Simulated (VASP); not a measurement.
# ZnS (F-43m) in VASP: single point with PBEsol

Aim: the single point of ZnS with PBEsol.

Everything below comes from runs of VASP 6.6.1. Logs are shortened: lines on timing, memory, paths and dates and some standing lists are left out, and cuts for length are marked.

**1. The cell of the first run**

The structure is cubic, space group F-43m (No. 216). Conventional cell: a = 5.356 Å, b = 5.356 Å, c = 5.356 Å, α = 90.00°, β = 90.00°, γ = 90.00°. Zn (site symmetry -43m) has 4 S at 2.32 Å within 3.1 Å. Within 3.1 Å of S (site symmetry -43m) lie 4 Zn at 2.32 Å.

**2. Single point, PBEsol**

INCAR reads:

```
  PREC = Accurate
  ENCUT = 520
  EDIFF = 1E-6
  ISMEAR = 0
  SIGMA = 0.02
  LREAL = F
  LASPH = T
  NELM = 60
  ALGO = Normal
  ISIF = 2
  LWAVE = F
  LCHARG = F
  GGA = PS
  NBANDS = 16
```

KPOINTS reads:

```
regular mesh
0
Gamma
  8 8 8
```

POSCAR reads:

```
ZnS
1.0
    0.0000000000      2.6780746436      2.6780746436
    2.6780746436      0.0000000000      2.6780746436
    2.6780746436      2.6780746436      0.0000000000
Zn S
1 1
Direct
    0.0000000000      0.0000000000      0.0000000000
    0.2500000000      0.2500000000      0.2500000000
```

Potentials or basis: VASP PAW PBE potentials, release 64 (Zn, S).

Run with:

```
cat potpaw_PBE.64/Zn/POTCAR potpaw_PBE.64/S/POTCAR > POTCAR
mpirun -np 1 vasp_std > vasp.out
```

OUTCAR:

```text
PREC = Accurate
   ENCUT = 520
   EDIFF = 1E-6
   ISMEAR = 0
   LREAL = F
   LASPH = T
   NELM = 60
   ISIF = 2
   GGA = PS

 ion  position               nearest neighbor table
   1  0.000  0.000  0.000-   2 2.32   2 2.32   2 2.32   2 2.32
   2  0.250  0.250  0.250-   1 2.32   1 2.32   1 2.32   1 2.32

  LATTYP: Found a face centered cubic cell.
 ALAT       =     5.3561492872

  Lattice vectors:

 A1 = (   0.0000000000,   2.6780746436,   2.6780746436)
 A2 = (   2.6780746436,   0.0000000000,   2.6780746436)
 A3 = (   2.6780746436,   2.6780746436,   0.0000000000)

Analysis of symmetry for initial positions (statically):
=====================================================================
 Subroutine PRICEL returns:
 Original cell was already a primitive cell.

 Routine SETGRP: Setting up the symmetry group for a
 face centered cubic supercell.

 Subroutine GETGRP returns: Found 24 space group operations
 (whereof 24 operations were pure point group operations)
 out of a pool of 48 trial point group operations.

The static configuration has the point symmetry T_d .

Analysis of symmetry for dynamics (positions and initial velocities):
=====================================================================
 Subroutine PRICEL returns:
 Original cell was already a primitive cell.

 Routine SETGRP: Setting up the symmetry group for a
 face centered cubic supercell.

 Subroutine GETGRP returns: Found 24 space group operations
 (whereof 24 operations were pure point group operations)
 out of a pool of 48 trial point group operations.

The dynamic configuration has the point symmetry T_d .

 Subroutine INISYM returns: Found 24 space group operations
 (whereof 24 operations are pure point group operations),
 and found     1 'primitive' translations

----------------------------------------------------------------------------------------

                                     Primitive cell

  volume of cell :      38.4148

  direct lattice vectors                    reciprocal lattice vectors
     0.000000000  2.678074644  2.678074644    -0.186701293  0.186701293  0.186701293
     2.678074644  0.000000000  2.678074644     0.186701293 -0.186701293  0.186701293
     2.678074644  2.678074644  0.000000000     0.186701293  0.186701293 -0.186701293

  length of vectors
     3.787369482  3.787369482  3.787369482     0.323376126  0.323376126  0.323376126

  position of ions in fractional coordinates (direct lattice)
     0.000000000  0.000000000  0.000000000
     0.250000000  0.250000000  0.250000000

  ion indices of the primitive-cell ions
   primitive index   ion index
                 1           1
                 2           2

----------------------------------------------------------------------------------------

 KPOINTS: regular mesh

Automatic generation of k-mesh.
 Grid dimensions read from file:
 generate k-points for:    8    8    8

 Generating k-lattice:

  Cartesian coordinates                     Fractional coordinates (reciprocal lattice)
    -0.023337662  0.023337662  0.023337662     0.125000000  0.000000000  0.000000000
     0.023337662 -0.023337662  0.023337662     0.000000000  0.125000000  0.000000000
     0.023337662  0.023337662 -0.023337662     0.000000000  0.000000000  0.125000000

  Length of vectors
     0.040422016  0.040422016  0.040422016

  Shift w.r.t. Gamma in fractional coordinates (k-lattice)
     0.000000000  0.000000000  0.000000000

 Subroutine IBZKPT returns following result:
 ===========================================

 Found     29 irreducible k-points:

 Following reciprocal coordinates:
            Coordinates               Weight
  0.000000  0.000000  0.000000      1.000000
  0.125000  0.000000  0.000000      8.000000
  0.250000  0.000000  0.000000      8.000000
  0.375000  0.000000  0.000000      8.000000
  0.500000  0.000000  0.000000      4.000000
  0.125000  0.125000  0.000000      6.000000
[... 16 lines left out ...]
  0.500000  0.250000  0.125000     48.000000
 -0.375000  0.250000  0.125000     24.000000
 [... further k-points ...]
   k-points           NKPTS =     29   k-points in BZ     NKDIM =     29   number of bands    NBANDS=     16
   number of dos      NEDOS =    301   number of ions     NIONS =      2
   total plane-waves  NPLWV =  21952
   dimension x,y,z NGX =    28 NGY =   28 NGZ =   28
   dimension x,y,z NGXF=    56 NGYF=   56 NGZF=   56
   ions per type =               1   1
   NGX,Y,Z   is equivalent  to a cutoff of  12.29, 12.29, 12.29 a.u.
   NGXF,Y,Z  is equivalent  to a cutoff of  24.58, 24.58, 24.58 a.u.
 SYSTEM =  unknown system
   PREC   = accura    normal or accurate (medium, high low for compatibility)
   ISTART =      0    job   : 0-new  1-cont  2-samecut
   ICHARG =      2    charge: 1-file 2-atom 10-const
   ISPIN  =      1    spin polarized calculation?
   LNONCOLLINEAR =      F non collinear calculations
   LSORBIT =      F    spin-orbit coupling
   LASPH  =      T    aspherical Exc in radial PAW
   ENCUT  =  520.0 eV  38.22 Ry    6.18 a.u.   7.04  7.04  7.04*2*pi/ulx,y,z
   NELM   =     60;   NELMIN=  2; NELMDL= -5     # of ELM steps
   EDIFF  = 0.1E-05   stopping-criterion for ELM
   LREAL  =      F    real-space projection
   EDIFFG = 0.1E-04   stopping-criterion for IOM
   NSW    =      0    number of steps for IOM
   IBRION =     -1    ionic relax: 0-MD 1-quasi-New 2-CG
   NFREE  =      0    steps in history (QN), initial steepest desc. (CG)
   ISIF   =      2    stress and relaxation
   ISYM   =      2    0-nonsym 1-usesym 2-fastsym
   POTIM  = 0.5000    time-step for ionic-motion
   TEBEG  =    0.0;   TEEND  =   0.0 temperature during run
   PSTRESS=    0.0 pullay stress
   NELECT =      18.0000    total number of electrons
   NUPDOWN=      -1.0000    fix difference up-down
   EMIN   =  10.00;   EMAX   =-10.00  energy-range for DOS
   EFERMI =   0.00;   METHOD = LEGACY
   ISMEAR =     0;   SIGMA  =   0.02  broadening in eV -4-tet -1-fermi 0-gaus
   EFERMI_NEDOS =   21; number of points for ismear=-14 and -15
   IALGO  =     38    algorithm
   IMIX   =      4    mixing-type and parameters
     AMIX     =   0.40;   BMIX     =  1.00
     AMIX_MAG =   1.60;   BMIX_MAG =  1.00
  volume/ion in A,a.u.               =      19.21       129.62
  Fermi-wavevector in a.u.,A,eV,Ry     =   1.271549  2.402879 21.998390  1.616836
  Thomas-Fermi vector in A             =   2.404476
   LORBIT       =      0    0 simple, 1 ext, 2 COOP (PROOUT), +10 PAW based schemes
   GGA     = PS    functional components
   LHFCALC =     F    Hartree Fock is set to
   AEXX    =    0.0000 exact exchange contribution
   IVDW    =     0    specifies the selected vdW correction
   LEPSILON=     F    determine dielectric tensor
   LRPA    =     F    only Hartree local field effects (RPA)
 non-spin polarized calculation
 Gauss-broadening in eV      SIGMA  =   0.02
  energy-cutoff  :      520.00
  volume of cell :       38.41
 maximum number of plane-waves:      1056
   NGX = 15   NGY = 15   NGZ = 15

 number of electron      18.0000016 magnetization

 Free energy of the ion-electron system (eV)
  ---------------------------------------------------
  ext. energy  EPLUGINS =         0.00000000
  ---------------------------------------------------
  free energy    TOTEN  =        -7.58860452 eV

  energy without entropy =       -7.58860452  energy(sigma->0) =       -7.58860452

 E-fermi :   2.4140     XC(G=0):  -9.9756

 val. band max:        2.2663754368   @ k =   0.0000   0.0000   0.0000
 cond. band min:       4.3598553690   @ k =   0.0000   0.0000   0.0000
 fundamental gap:      2.0934799322
 Fermi energy:         2.4140450825

 k-point     1 :       0.0000    0.0000    0.0000
  band No.  band energies     occupation
      1     -11.0797      2.00000
      2      -4.2173      2.00000
      3      -4.2173      2.00000
      4      -4.2173      2.00000
      5      -3.6860      2.00000
      6      -3.6860      2.00000
[... 8 lines left out ...]
     15      14.0335      0.00000
     16      14.0550      0.00000

 k-point     2 :       0.1250    0.0000    0.0000
  band No.  band energies     occupation
      1     -10.9555      2.00000
      2      -4.2202      2.00000
      3      -4.1950      2.00000
      4      -4.1950      2.00000
      5      -3.6880      2.00000
      6      -3.6880      2.00000
[... 8 lines left out ...]
     15      13.3938      0.00000
     16      14.8441      0.00000

 k-point     3 :       0.2500    0.0000    0.0000
  band No.  band energies     occupation
      1     -10.6296      2.00000
      2      -4.1830      2.00000
      3      -4.1462      2.00000
      4      -4.1462      2.00000
      5      -3.6847      2.00000
      6      -3.6847      2.00000
[... 8 lines left out ...]
     15      13.1834      0.00000
     16      14.3168      0.00000

 k-point     4 :       0.3750    0.0000    0.0000
  band No.  band energies     occupation
      1     -10.2564      2.00000
      2      -4.1080      2.00000
      3      -4.1080      2.00000
      4      -3.9726      2.00000
      5      -3.6665      2.00000
      6      -3.6665      2.00000
[... 8 lines left out ...]
     15      14.3370      0.00000
     16      14.3370      0.00000

 k-point     5 :       0.5000    0.0000    0.0000
  band No.  band energies     occupation
      1     -10.0835      2.00000
      2      -4.0961      2.00000
      3      -4.0961      2.00000
      4      -3.6535      2.00000
      5      -3.6535      2.00000
      6      -3.4807      2.00000
[... 8 lines left out ...]
     15      15.7243      0.00000
     16      15.7243      0.00000

 k-point     6 :       0.1250    0.1250    0.0000
  band No.  band energies     occupation
      1     -10.9140      2.00000
      2      -4.2429      2.00000
      3      -4.1761      2.00000
      4      -4.1761      2.00000
      5      -3.7044      2.00000
      6      -3.6741      2.00000
[... 8 lines left out ...]
     15      14.2386      0.00000
     16      15.3961      0.00000
[... 267 lines left out ...]
 k-point    21 :       0.5000    0.5000    0.0000
  band No.  band energies     occupation
      1      -9.7478      2.00000
      2      -4.2832      2.00000
      3      -3.8519      2.00000
      4      -3.8519      2.00000
      5      -3.6043      2.00000
      6      -3.4614      2.00000
[... 8 lines left out ...]
     15      16.0374      0.00000
     16      16.8552      0.00000

 k-point    22 :       0.3750    0.2500    0.1250
  band No.  band energies     occupation
      1     -10.3733      2.00000
      2      -4.2116      2.00000
      3      -4.0790      2.00000
      4      -4.0520      2.00000
      5      -3.7121      2.00000
      6      -3.6450      2.00000
[... 8 lines left out ...]
     15      15.0768      0.00000
     16      17.3668      0.00000

 k-point    23 :       0.5000    0.2500    0.1250
  band No.  band energies     occupation
      1     -10.0605      2.00000
      2      -4.1100      2.00000
      3      -4.0481      2.00000
      4      -3.9109      2.00000
      5      -3.6689      2.00000
      6      -3.6127      2.00000
[... 8 lines left out ...]
     15      16.0688      0.00000
     16      16.6441      0.00000

 k-point    24 :      -0.3750    0.2500    0.1250
  band No.  band energies     occupation
      1      -9.9196      2.00000
      2      -4.0887      2.00000
      3      -4.0238      2.00000
      4      -3.7532      2.00000
      5      -3.6738      2.00000
      6      -3.4015      2.00000
[... 8 lines left out ...]
     15      15.7184      0.00000
     16      16.6031      0.00000

 [... further k-points ...]
[... 5 lines left out ...]
  --------------------------------------------------------------------------------------
  -------------------------------------------------------------------------------------
  Total        0.0512905      0.0512905      0.0512905     -0.0000000      0.0000000     -0.0000000
  in kB        2.1391901      2.1391901      2.1391901     -0.0000000      0.0000000     -0.0000000
  external PRESSURE =       2.1391901 kB  Pullay stress =       0.0000000 kB

 VOLUME and BASIS-vectors are now :
 -----------------------------------------------------------------------------
  energy-cutoff  :      520.00
  volume of cell :       38.41
      direct lattice vectors                 reciprocal lattice vectors
     0.000000000  2.678074644  2.678074644    -0.186701293  0.186701293  0.186701293
     2.678074644  0.000000000  2.678074644     0.186701293 -0.186701293  0.186701293
     2.678074644  2.678074644  0.000000000     0.186701293  0.186701293 -0.186701293

 POSITION                                       TOTAL-FORCE (eV/Angst)
 -----------------------------------------------------------------------------------
      0.00000      0.00000      0.00000         0.000000      0.000000     -0.000000
      1.33904      1.33904      1.33904        -0.000000     -0.000000      0.000000
 -----------------------------------------------------------------------------------
    total drift:                                0.000002      0.000002      0.000002

  FREE ENERGIE OF THE ION-ELECTRON SYSTEM (eV)
  ---------------------------------------------------
  free  energy   TOTEN  =        -7.5886045245 eV

  energy  without entropy=       -7.5886045245  energy(sigma->0) =       -7.58860452
```

It took 12 s on 1 thread of Intel Xeon Platinum 8375C at 2.90GHz (Ice Lake), shared host; peak memory 0.16 GiB.

What came out:

```
Free energy            : -7.5886 eV
Pressure               : 0.2 GPa
Band gap on the k mesh : 2.09 eV, direct
```

Levels at points of the mesh, in eV from the valence-band top:
```
           k point  band 7  band 8  band 9  band 10  band 11  band 12
(0.00, 0.00, 0.00)    0.00    0.00    0.00     2.09     6.29     6.29
(0.50, 0.00, 0.00)   -5.54   -0.92   -0.92     3.25     6.82     6.82
(0.50, 0.50, 0.00)   -4.71   -2.35   -2.35     3.18     3.96    11.02
```

Caveat: the PAW data sets were made with another functional, which shifts forces and pressure a little.
